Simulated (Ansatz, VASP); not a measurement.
**One calculation of InSe2, two programs**

INCAR

```
PREC = Accurate
ENCUT = 520
EDIFF = 1E-6
ISMEAR = 0
SIGMA = 0.1
LREAL = False
LASPH = True
NELM = 60
ALGO = Normal
ISIF = 2
LWAVE = False
LCHARG = False
GGA = PE
NBANDS = 34
```

KPOINTS

```
regular mesh
0
Gamma
  5 5 2
```

File POSCAR:

```
InSe2
1.0
    3.8948930000      0.0000000000      0.0000000000
    0.0000000000      3.8948930000      0.0000000000
    0.0000000000      0.0000000000      9.6262310000
In Se
2 4
Direct
    0.0000000000      0.5000000000      0.7064680000
    0.5000000000      0.0000000000      0.2935320000
    0.0000000000      0.5000000000      0.3662120000
    0.5000000000      0.0000000000      0.6337880000
    0.0000000000      0.0000000000      0.0000000000
    0.5000000000      0.5000000000      0.0000000000
```

Input for Ansatz:

```yaml
crystal:
  lattice:
    - [3.894893, 0.0, 0.0]
    - [0.0, 3.894893, 0.0]
    - [0.0, 0.0, 9.626231]
  atoms:
    - { symbol: In, position: [0.0, 0.5, 0.706468] }
    - { symbol: In, position: [0.5, 0.0, 0.293532] }
    - { symbol: Se, position: [0.0, 0.5, 0.366212] }
    - { symbol: Se, position: [0.5, 0.0, 0.633788] }
    - { symbol: Se, position: [0.0, 0.0, 0.0] }
    - { symbol: Se, position: [0.5, 0.5, 0.0] }
basis:
  ecutwfc: 420
kpoints:
  mp_grid: { grid: [5, 5, 2] }
hamiltonian:
  xc: pbe
scf:
  occupations: { method: gaussian, width: 0.1 }
output:
  forces: true
  stress: true
  eigenvalues: true
```

Alike in both runs: task single point; functional PBE; k mesh 5 × 5 × 2; occupations gaussian, width 0.1 eV; no spin polarisation.

|  | VASP | Ansatz |
| --- | --- | --- |
| version | VASP 6.6.1 | Ansatz 0.2.0 |
| potentials or method | VASP PAW PBE potentials, release 64 (In_d, Se), cutoff 520 eV | scalar-relativistic, plane waves, PAW |
| valence electrons in the cell | 50 | 90 |

VASP gave:

| Property | Result |
| --- | --- |
| gap on the k mesh at the Fermi level (eV) | none |
| pressure (GPa) | -0.3 |
| traceless stress, the component that is largest in VASP (GPa) | 0.29 |
| rms of the force components (eV/Å) | 0.040 |

**Question.** Estimate Ansatz's values.

**Answer.** gap on the k mesh at the Fermi level (eV): none; pressure (GPa): -0.3; traceless stress, the component that is largest in VASP (GPa): 0.31; rms of the force components (eV/Å): 0.040.

Atom by atom the forces differ by 0.000 eV/Å (rms over components). A gap of «none» marks a metal or a gap that the smearing closes. The functional is the same, so the differences come from potentials, cutoffs and numerics. VASP's potentials hold 50 valence electrons a cell and Ansatz's 90, so a difference there can come from the potentials and not from the codes.
